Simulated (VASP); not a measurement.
A run of VASP 6.6.1 is set up as follows.

File INCAR:

```
PREC = Accurate
ENCUT = 520
EDIFF = 1E-6
ISMEAR = -1
SIGMA = 0.1
LREAL = False
LASPH = True
NELM = 100
ALGO = Normal
ISIF = 2
LWAVE = False
LCHARG = False
GGA = RE
NBANDS = 18
```

KPOINTS

```
Automatic mesh
0
Gamma
  14 14 7
```

The input POSCAR:

```
Au
1.0
    2.9350040492      0.0000000000      0.0000000000
   -1.4675020246      2.5417880668      0.0000000000
    0.0000000000      0.0000000000      4.9228962718
Au
2
Direct
    0.3333333333      0.6666666667      0.2500000000
    0.6666666667      0.3333333333      0.7500000000
```

Potentials or basis: VASP PAW PBE potentials, release 64 (Au).

Run with:

```bash
$ cat potpaw_PBE.64/Au/POTCAR > POTCAR
$ mpirun -np 1 vasp_std > vasp.out
```

Q: Estimate the pressure.

A: 0.1 GPa.

Q: What does it give for the band gap on the k mesh?

A: Zero (band 11 reaches 11.54 eV, above the bottom of band 12 at 5.93 eV).

Stress tensor (GPa, compression positive):
```
 0.19  0.00  0.00
 0.00  0.19  0.00
 0.00  0.00 -0.14
```

Caveat: the PAW data sets were made with another functional, which shifts forces and pressure a little; spin-orbit coupling is left out, which moves the levels of the heavy elements.
